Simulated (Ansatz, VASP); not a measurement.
# Be7S in VASP and in Ansatz

```
CELL_PARAMETERS angstrom
3.13596 0.00000 0.00000
0.00000 3.13596 0.00000
0.00000 0.00000 8.54260
ATOMIC_POSITIONS crystal
Be 0.00000 0.50000 0.67085
Be 0.50000 0.50000 0.00000
Be 0.50000 0.00000 0.67085
Be 0.00000 0.50000 0.32915
Be 0.50000 0.00000 0.32915
Be 0.00000 0.00000 0.50000
Be 0.50000 0.50000 0.50000
S 0.00000 0.00000 0.00000
```

Alike in both runs: functional PBE; k mesh 10 × 10 × 4; occupations gaussian, width 0.1 eV; no spin polarisation.

Ansatz relaxed the structure, and its values are those at the end. VASP's run is a single point on that final structure, the one shown.

|  | VASP | Ansatz |
| --- | --- | --- |
| version | VASP 6.6.1 | Ansatz 0.2.0 |
| potentials or method | VASP PAW PBE potentials, release 64 (Be, S), cutoff 520 eV | scalar-relativistic, plane waves, PAW |
| valence electrons in the cell | 20 | 20 |

|  | VASP | Ansatz | Ansatz less VASP |
| --- | --- | --- | --- |
| gap on the k mesh at the Fermi level (eV) | none | none | - |
| pressure (GPa) | 0.1 | 0.0 | -0.12 |
| rms of the force components (eV/Å) | 0.004 | 0.000 | -0.0038 |

A gap of «none» marks a metal or a gap that the smearing closes. With one functional, cell and mesh, what is left measures potentials, basis and numerics.
